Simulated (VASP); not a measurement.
# SiNi (Pmmn) in VASP: relaxation of shape and atoms at fixed volume with PBEsol

Aim: the relaxation of shape and atoms at fixed volume of SiNi with PBEsol.

Everything below comes from runs of VASP 6.6.1. Logs are shortened: lines on timing, memory, paths and dates and some standing lists are left out, and cuts for length are marked.

## Step 1: The cell of the first run

Symmetry: Pmmn, No. 59, orthorhombic system. The conventional cell has a = 3.022 Å, b = 3.269 Å, c = 4.719 Å, α = 90.00°, β = 90.00°, γ = 90.00°. Within 3.1 Å of Si (site symmetry mm2) lie 6 Ni at 2.36 to 2.39 Å and 6 Si at 2.68 to 3.02 Å. Ni (site symmetry mm2) has 6 Si at 2.36 to 2.39 Å and 6 Ni at 2.67 to 3.02 Å within 3.1 Å.

## Step 2: Relaxation of shape and atoms at fixed volume, PBEsol (11.65 Å³/atom)

INCAR

```
SYSTEM = SiNi
PREC = Accurate
ENCUT = 600
EDIFF = 1E-7
ISMEAR = 0
SIGMA = 0.1
LREAL = .False.
LASPH = .True.
NELM = 120
ALGO = Normal
ISIF = 4
LWAVE = .False.
LCHARG = .False.
GGA = PS
IBRION = 2
NSW = 50
EDIFFG = -0.01
GGA_COMPAT = .False.
NELMIN = 4
```

KPOINTS

```
Automatic mesh
0
Gamma
  14 12 10
  0 0 0
```

POSCAR

```
SiNi
1.0
    3.0216773207      0.0000000000      0.0000000000
    0.0000000000      3.2690484209      0.0000000000
    0.0000000000      0.0000000000      4.7192533547
Si Ni
2 2
Direct
    0.0000000000      0.0000000000      0.1574068943
    0.5000000000      0.5000000000      0.8425931057
    0.0000000000      0.0000000000      0.6567143064
    0.5000000000      0.5000000000      0.3432856936
```

Potentials or basis: VASP PAW PBE potentials, release 64 (Si, Ni).

Launch:

```console
$ cat potpaw_PBE.64/Si/POTCAR potpaw_PBE.64/Ni/POTCAR > POTCAR
$ mpirun -np 1 vasp_std > vasp.out
```

OUTCAR:

```text
SYSTEM = SiNi
   PREC = Accurate
   ENCUT = 600
   EDIFF = 1E-7
   ISMEAR = 0
   LREAL = .False.
   LASPH = .True.
   NELM = 120
   ISIF = 4
   GGA = PS
   IBRION = 2
   NSW = 50
   EDIFFG = -0.01
   NELMIN = 4

 ion  position               nearest neighbor table
   1  0.000  0.000  0.157-   3 2.36   3 2.36   4 2.39   4 2.39   4 2.39   4 2.39   2 2.68   2 2.68
                             2 2.68   2 2.68
   2  0.500  0.500  0.843-   4 2.36   4 2.36   3 2.39   3 2.39   3 2.39   3 2.39   1 2.68   1 2.68
                             1 2.68   1 2.68
   3  0.000  0.000  0.657-   1 2.36   1 2.36   2 2.39   2 2.39   2 2.39   2 2.39   4 2.67   4 2.67
                             4 2.67   4 2.67
   4  0.500  0.500  0.343-   2 2.36   2 2.36   1 2.39   1 2.39   1 2.39   1 2.39   3 2.67   3 2.67
                             3 2.67   3 2.67

  LATTYP: Found a simple orthorhombic cell.
 ALAT       =     3.0216773207
 B/A-ratio  =     1.0818654919
 C/A-ratio  =     1.5617992439

  Lattice vectors:

 A1 = (   3.0216773207,   0.0000000000,   0.0000000000)
 A2 = (   0.0000000000,   3.2690484209,   0.0000000000)
 A3 = (   0.0000000000,   0.0000000000,   4.7192533547)

Analysis of symmetry for initial positions (statically):
=====================================================================
 Subroutine PRICEL returns:
 Original cell was already a primitive cell.

 Routine SETGRP: Setting up the symmetry group for a
 simple orthorhombic supercell.

 Subroutine GETGRP returns: Found  8 space group operations
 (whereof  4 operations were pure point group operations)
 out of a pool of  8 trial point group operations.

The static configuration has the point symmetry C_2v.
 The point group associated with its full space group is D_2h.

Analysis of symmetry for dynamics (positions and initial velocities):
=====================================================================
 Subroutine PRICEL returns:
 Original cell was already a primitive cell.

 Routine SETGRP: Setting up the symmetry group for a
 simple orthorhombic supercell.

 Subroutine GETGRP returns: Found  8 space group operations
 (whereof  4 operations were pure point group operations)
 out of a pool of  8 trial point group operations.

The dynamic configuration has the point symmetry C_2v.
 The point group associated with its full space group is D_2h.

 Subroutine INISYM returns: Found  8 space group operations
 (whereof  4 operations are pure point group operations),
 and found     1 'primitive' translations

----------------------------------------------------------------------------------------
[... 109 lines left out ...]
   NUPDOWN=      -1.0000    fix difference up-down
   EMIN   =  10.00;   EMAX   =-10.00  energy-range for DOS
   EFERMI =   0.00;   METHOD = LEGACY
   ISMEAR =     0;   SIGMA  =   0.10  broadening in eV -4-tet -1-fermi 0-gaus
   EFERMI_NEDOS =   21; number of points for ismear=-14 and -15
   IALGO  =     38    algorithm
   IMIX   =      4    mixing-type and parameters
     AMIX     =   0.40;   BMIX     =  1.00
     AMIX_MAG =   1.60;   BMIX_MAG =  1.00
  volume/ion in A,a.u.               =      11.65        78.65
  Fermi-wavevector in a.u.,A,eV,Ry     =   1.381274  2.610230 25.958810  1.907919
  Thomas-Fermi vector in A             =   2.506074
   LORBIT       =      0    0 simple, 1 ext, 2 COOP (PROOUT), +10 PAW based schemes
   GGA     = PS    functional components
   LHFCALC =     F    Hartree Fock is set to
   AEXX    =    0.0000 exact exchange contribution
   IVDW    =     0    specifies the selected vdW correction
   LEPSILON=     F    determine dielectric tensor
   LRPA    =     F    only Hartree local field effects (RPA)
 conjugate gradient relaxation of ions
 non-spin polarized calculation
 Gauss-broadening in eV      SIGMA  =   0.10
  energy-cutoff  :      600.00
  volume of cell :       46.62
 maximum number of plane-waves:      1588
   NGX = 13   NGY = 13   NGZ = 19

--------------------------------------- Ionic step        1  -------------------------------------------

 number of electron      27.9999994 magnetization

 Free energy of the ion-electron system (eV)
  ---------------------------------------------------
  ext. energy  EPLUGINS =         0.00000000
  ---------------------------------------------------
  free energy    TOTEN  =       -25.93951230 eV

  energy without entropy =      -25.93369240  energy(sigma->0) =      -25.93660235

------------------------ aborting loop because EDIFF is reached ----------------------------------------

  FORCE on cell =-STRESS in cart. coord.  units (eV):
  Direction    XX          YY          ZZ          XY          YZ          ZX
  --------------------------------------------------------------------------------------
  -------------------------------------------------------------------------------------
  Total       -1.3541400     -1.5015915     -1.8391247      0.0000000      0.0000000      0.0000000
  in kB      -46.5405383    -51.6083132    -63.2090174      0.0000000      0.0000000      0.0000000
  external PRESSURE =     -53.7859563 kB  Pullay stress =       0.0000000 kB
[... 215 lines left out ...]
--------------------------------------- Ionic step        7  -------------------------------------------

 number of electron      28.0000005 magnetization

 Free energy of the ion-electron system (eV)
  ---------------------------------------------------
  ext. energy  EPLUGINS =         0.00000000
  ---------------------------------------------------
  free energy    TOTEN  =       -25.94138821 eV

  energy without entropy =      -25.93587352  energy(sigma->0) =      -25.93863087

 E-fermi :  11.1218     XC(G=0): -12.5574

 val. band max:       11.1029126894   @ k =   0.2143   0.0833   0.0000
 cond. band min:      11.1242441993   @ k =   0.5000   0.3333   0.4000
 fundamental gap:      0.0213315099
 Fermi energy:        11.1218136483

 k-point     1 :       0.0000    0.0000    0.0000
  band No.  band energies     occupation
      1      -2.6731      2.00000
      2       3.0560      2.00000
      3       4.6875      2.00000
      4       7.0069      2.00000
      5       7.6359      2.00000
      6       8.0953      2.00000
[... 481 lines left out ...]
      5       6.8292      2.00000
      6       6.8292      2.00000
[... 10 lines left out ...]
     17      13.1918      0.00000
     18      13.1918      0.00000

 [... further k-points ...]

------------------------ aborting loop because EDIFF is reached ----------------------------------------

  FORCE on cell =-STRESS in cart. coord.  units (eV):
  Direction    XX          YY          ZZ          XY          YZ          ZX
  --------------------------------------------------------------------------------------
  -------------------------------------------------------------------------------------
  Total       -1.4285905     -1.4358874     -1.4484364      0.0000000      0.0000000      0.0000000
  in kB      -49.0993365    -49.3501214    -49.7814209      0.0000000      0.0000000      0.0000000
  external PRESSURE =     -49.4102929 kB  Pullay stress =       0.0000000 kB
[... 19 lines left out ...]
  FREE ENERGIE OF THE ION-ELECTRON SYSTEM (eV)
  ---------------------------------------------------
  free  energy   TOTEN  =       -25.9413882099 eV

  energy  without entropy=      -25.9358735240  energy(sigma->0) =      -25.93863087

 reached required accuracy - stopping structural energy minimisation
```

OSZICAR:

```text
N       E                     dE             d eps       ncg     rms          rms(c)
DAV:   1     0.147869825242E+03    0.14787E+03   -0.14033E+04 12096   0.204E+03
DAV:   2    -0.216193832974E+02   -0.16949E+03   -0.16483E+03 12100   0.340E+02
DAV:   3    -0.294624771069E+02   -0.78431E+01   -0.76396E+01 13734   0.890E+01
[... 55 lines left out ...]
DAV:   2    -0.259414964285E+02    0.22072E-03   -0.44369E-04 16744   0.332E-01    0.770E-02
DAV:   3    -0.259414048259E+02    0.91603E-04   -0.25474E-04 16954   0.279E-01    0.365E-02
DAV:   4    -0.259413884144E+02    0.16412E-04   -0.89170E-05 14478   0.170E-01    0.658E-03
DAV:   5    -0.259413883076E+02    0.10675E-06   -0.47597E-06 13840   0.253E-02    0.439E-03
DAV:   6    -0.259413882099E+02    0.97727E-07   -0.40687E-07 11732   0.896E-03
   7 F= -.25941388E+02 E0= -.25938631E+02  d E =-.852253E-04
```

Wall time 14 min (1 thread of Intel Xeon Platinum 8375C at 2.90GHz (Ice Lake), shared host); peak memory 0.44 GiB.

What came out:

```
Free energy                  : -25.9414 eV
Energy gained by relaxing    : 0.5 meV/atom
Ionic steps                  : 7
Pressure after relaxing      : -4.9 GPa
Largest force after relaxing : 0.010 eV/Å
Band gap on the k mesh       : zero (bands 14 and 15 overlap by 2.53 eV)
```

Forces in eV/Å, atoms in the order of the input:
```
Si   0.000  0.000 -0.003
Si   0.000  0.000  0.003
Ni   0.000  0.000 -0.010
Ni   0.000  0.000  0.010
```

Step by step:
| step | energy change (eV) | largest force (eV/Å) | pressure (GPa) | volume (Å³) |
| --- | --- | --- | --- | --- |
| 1 | 0.0000 | 0.0694 | -5.38 | 46.62 |
| 2 | -0.0014 | 0.0163 | -5.08 | 46.62 |
| 3 | -0.0015 | 0.0052 | -4.97 | 46.62 |
| 4 | -0.0016 | 0.0021 | -4.90 | 46.62 |
| 5 | -0.0018 | 0.0237 | -4.94 | 46.62 |
| 6 | -0.0018 | 0.0276 | -4.91 | 46.62 |
| 7 | -0.0019 | 0.0096 | -4.94 | 46.62 |

Final structure:
```
Si Ni
1.0
     3.04766    0.00000    0.00000
     0.00000    3.25363    0.00000
     0.00000    0.00000    4.70120
Si Ni
2 2
Direct
  0.00000 0.00000 0.15820
  0.50000 0.50000 0.84180
  0.00000 0.00000 0.65777
  0.50000 0.50000 0.34223
```

Levels at points of the mesh, in eV from the Fermi level:
```
           k point  band 10  band 11  band 12  band 13  band 14  band 15  band 16  band 17  band 18
(0.00, 0.00, 0.00)    -2.54    -2.33    -2.00    -1.96    -0.92     0.61     3.11     4.96     5.42
(0.50, 0.00, 0.00)    -2.52    -2.48    -2.48    -1.67    -1.67     1.62     1.62     3.61     3.61
(0.00, 0.50, 0.00)    -2.63    -2.26    -2.26    -2.02    -2.02     1.27     1.27     4.50     4.50
(0.50, 0.50, 0.00)    -3.22    -1.95    -1.95    -1.65    -1.65     1.49     1.49     1.96     1.96
(0.00, 0.00, 0.50)    -2.69    -2.69    -2.05     1.36     2.07     2.19     2.41     2.72     3.66
(0.50, 0.00, 0.50)    -2.36    -2.14    -2.14    -1.50    -1.50     3.89     3.89     5.37     5.37
(0.00, 0.50, 0.50)    -2.43    -2.02    -2.02    -1.88    -1.88     4.90     4.90     5.33     5.33
(0.50, 0.50, 0.50)    -2.71    -1.96    -1.96    -1.60    -1.60    -0.37    -0.37     0.92     0.92
```

Caveat: the PAW data sets were made with another functional, which shifts forces and pressure a little. Spin polarisation is off, so any magnetic state and its effect on volume and gap are missing.
